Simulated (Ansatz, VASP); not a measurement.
**TiO2: VASP beside Ansatz**

```xyz
6
Lattice="4.6604 0.0000 0.0000 0.0000 4.6604 0.0000 0.0000 0.0000 2.9982" Properties=species:S:1:pos:R:3 pbc="T T T"
Ti    0.0000    0.0000    1.4991
Ti    2.3302    2.3302    0.0000
O     1.4182    1.4182    1.4991
O     0.9119    3.7484    0.0000
O     3.7484    0.9119    0.0000
O     3.2421    3.2421    1.4991
```

Alike in both runs: task single point; functional BLYP; k mesh 6 × 6 × 9; occupations fermi-dirac, width 0.05 eV; no spin polarisation.

|  | VASP | Ansatz |
| --- | --- | --- |
| version | VASP 6.6.1 | Ansatz 0.2.0 |
| potentials or method | VASP PAW PBE potentials, release 64 (Ti_sv, O) | Ansatz PAW |
| plane-wave cutoff (eV) | 520 | 420 |
| valence electrons in the cell | 48 | 48 |

Ansatz gave:

```
gap on the k mesh at the Fermi level (eV)                     : 1.76
least direct gap on the mesh (eV)                             : 1.76
pressure (GPa)                                                : 0.6
traceless stress, the component that is largest in VASP (GPa) : -1.33
rms of the force components (eV/Å)                            : 0.051
```

What did VASP give for the same quantities?

gap on the k mesh at the Fermi level (eV): 1.74; least direct gap on the mesh (eV): 1.74; pressure (GPa): 1.5; traceless stress, the component that is largest in VASP (GPa): -1.04; rms of the force components (eV/Å): 0.038.

VASP's potentials were made for PBE, not for BLYP. Atom by atom the forces differ by 0.014 eV/Å (rms over components).

Noted on Ansatz's run: odd divisions of the mesh miss points on the zone boundary, where band edges often lie, so the gap on the mesh can be too wide.
